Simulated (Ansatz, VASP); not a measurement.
## One calculation of Nb, two programs

The input INCAR:

```
PREC = Accurate ; ENCUT = 600
EDIFF = 1E-7 ; ISMEAR = -1
SIGMA = 0.1 ; LREAL = False
LASPH = True ; NELM = 80
ALGO = Normal ; ISIF = 3
LWAVE = False ; LCHARG = False
GGA = RE ; IBRION = 2
NSW = 80 ; EDIFFG = -0.01
```

File KPOINTS:

```
regular mesh
0
Gamma
  12 12 4
```

Contents of POSCAR:

```
Nb
1.0
    2.9403180252      0.0000000000      0.0000000000
   -1.4701590126      2.5463901050      0.0000000000
    0.0000000000      0.0000000000      9.6030786702
Nb
4
Direct
    0.0000000000      0.0000000000      0.0000000000
    0.0000000000      0.0000000000      0.5000000000
    0.3333333333      0.6666666667      0.2500000000
    0.6666666667      0.3333333333      0.7500000000
```

Input for Ansatz:

```yaml
crystal:
  lattice:
    - [2.9403180252, 0.0, 0.0]
    - [-1.4701590126, 2.546390105, 0.0]
    - [0.0, 0.0, 9.6030786702]
  atoms:
    - { symbol: Nb, position: [0.0, 0.0, 0.0] }
    - { symbol: Nb, position: [0.0, 0.0, 0.5] }
    - { symbol: Nb, position: [0.3333333333, 0.6666666667, 0.25] }
    - { symbol: Nb, position: [0.6666666667, 0.3333333333, 0.75] }
hamiltonian:
  xc: revpbe
  pseudopotentials:
    kind: paw
    azcp:
      Nb: "pseudopotentials/Nb.paw.azcp"
basis:
  ecutwfc: 420
  fft_grid_basis: typed
kpoints:
  mp_grid: { grid: [12, 12, 4], shift: [0, 0, 0] }
magnetization:
  spin_polarized: false
scf:
  occupations: { method: fermi_dirac, width: 0.1 }
relax:
  max_steps: 60
  f_tol: 0.01
  cell: {}
```

Alike in both runs: task relaxation of cell and atoms; functional revPBE; k mesh 12 × 12 × 4; occupations fermi-dirac, width 0.1 eV; no spin polarisation.

|  | VASP | Ansatz |
| --- | --- | --- |
| version | VASP 6.6.1 | Ansatz 0.2.0 |
| potentials or method | VASP PAW PBE potentials, release 64 (Nb_sv), cutoff 600 eV | plane waves (420 eV) with PAW, scalar-relativistic |
| valence electrons in the cell | 52 | 52 |

```csv
,VASP,Ansatz,Ansatz less VASP
relaxed volume (Å³/atom),18.89,18.92,+0.037
relaxed length of the cell vector where the two differ most in proportion (Å),10.535,10.544,+0.0091
```

VASP's potentials were made for PBE, not for revPBE.
